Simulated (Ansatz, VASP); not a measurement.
BaZrO3 in VASP and in Ansatz

```
Ba Zr O
1.0
     4.26025    0.00000    0.00000
     0.00000    4.26025    0.00000
     0.00000    0.00000    4.26025
Ba Zr O
1 1 3
Cartesian
  0.0000 0.0000 0.0000
  2.1301 2.1301 2.1301
  0.0000 2.1301 2.1301
  2.1301 0.0000 2.1301
  2.1301 2.1301 0.0000
```

Alike in both runs: functional r2SCAN; k mesh 8 × 8 × 8; occupations fermi-dirac, width 0.02 eV; no spin polarisation.

Ansatz relaxed the structure, and its values are those at the end. VASP's run is a single point on that final structure, the one shown.

|  | VASP | Ansatz |
| --- | --- | --- |
| version | VASP 6.6.1 | Ansatz 0.2.0 |
| potentials or method | VASP PAW PBE potentials, release 64 (Ba_sv, Zr_sv, O), cutoff 520 eV | PAW plane waves |
| valence electrons in the cell | 40 | 40 |

```csv
,VASP,Ansatz,Ansatz less VASP
gap on the k mesh at the Fermi level (eV),3.58,3.63,+0.051
pressure (GPa),-5.0,-5.9,-0.89
```

VASP's potentials were made for PBE, not for r2SCAN. Ansatz's warnings: stress scf threshold loose.

Spin-orbit coupling is off throughout.
